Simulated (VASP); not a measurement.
Write the native input for VASP 6.6.1 that does the following.

| Property | Result |
| --- | --- |
| Task | relaxation of cell and atoms |
| Functional | r2SCAN |
| Potentials or basis | VASP PAW PBE potentials, release 64 (V_sv) |
| Cutoff | 600 eV |
| k mesh | 10 × 10 × 10 |
| Occupations | gaussian, width 0.1 eV |
| Spin | collinear spin, ferromagnetic start |
| Starting moments | [0.31] μB |
| Dipole correction | no |
| Further INCAR settings | ALGO = Normal; EDIFF = 1e-06; IBRION = 2; EDIFFG = -0.05; NSW = 80; ISIF = 3 |

The system is V.

```
V
1.0
    -1.53605    1.53605    1.53605
     1.53605   -1.53605    1.53605
     1.53605    1.53605   -1.53605
V
1
Cartesian
  0.0000 0.0000 0.0000
```

The input as run:

POSCAR

```
V
1.0
   -1.5360513062      1.5360513062      1.5360513062
    1.5360513062     -1.5360513062      1.5360513062
    1.5360513062      1.5360513062     -1.5360513062
V
1
Direct
    0.0000000000      0.0000000000      0.0000000000
```

INCAR.step1

```
ALGO = Normal
EDIFF = 1E-4
ENCUT = 600
GGA = PE
ISMEAR = 0
ISPIN = 2
LASPH = True
LCHARG = False
LMAXMIX = 4
LREAL = False
LWAVE = True
MAGMOM = 0.31
NELM = 150
PREC = Accurate
SIGMA = 0.1
```

INCAR.step2

```
ALGO = Normal
EDIFF = 1E-6
EDIFFG = -0.05
ENCUT = 600
IBRION = 2
ISIF = 3
ISMEAR = 0
ISPIN = 2
ISTART = 1
LASPH = True
LCHARG = False
LMAXMIX = 4
LMIXTAU = True
LORBIT = 11
LREAL = False
LWAVE = False
MAGMOM = 0.31
METAGGA = R2SCAN
NELM = 150
NSW = 80
PREC = Accurate
SIGMA = 0.1
```

KPOINTS

```
k-points
0
Gamma
  10 10 10
```

Potentials or basis: VASP PAW PBE potentials, release 64 (V_sv).

Command:

```bash
$ cat potpaw_PBE.64/V_sv/POTCAR > POTCAR
$ cp INCAR.step1 INCAR
$ mpirun -np 1 vasp_std > vasp.out
$ cp INCAR.step2 INCAR
$ mpirun -np 1 vasp_std > vasp.out
```

It gave:

```
Relaxed volume                                        : 13.39 Å³/atom
Relaxed cell                                          : a = 2.591 Å, b = 2.591 Å, c = 2.591 Å, α = 109.47°, β = 109.47°, γ = 109.47°
Space group after relaxing (to 0.1 Å)                 : Im-3m (No. 229)
Energy gained by relaxing                             : 53.0 meV/atom
Ionic steps                                           : 3
Pressure after relaxing                               : -0.5 GPa
Net moment                                            : 0.00 μB per cell
Valence electrons inside the program's atomic spheres : V 11.62
```

Caveat: the PAW data sets were made with another functional, which shifts forces and pressure a little.

Run time: 4.7 min on 1 thread of Intel Xeon 8259CL, with other jobs on the host, peak memory 0.17 GiB.
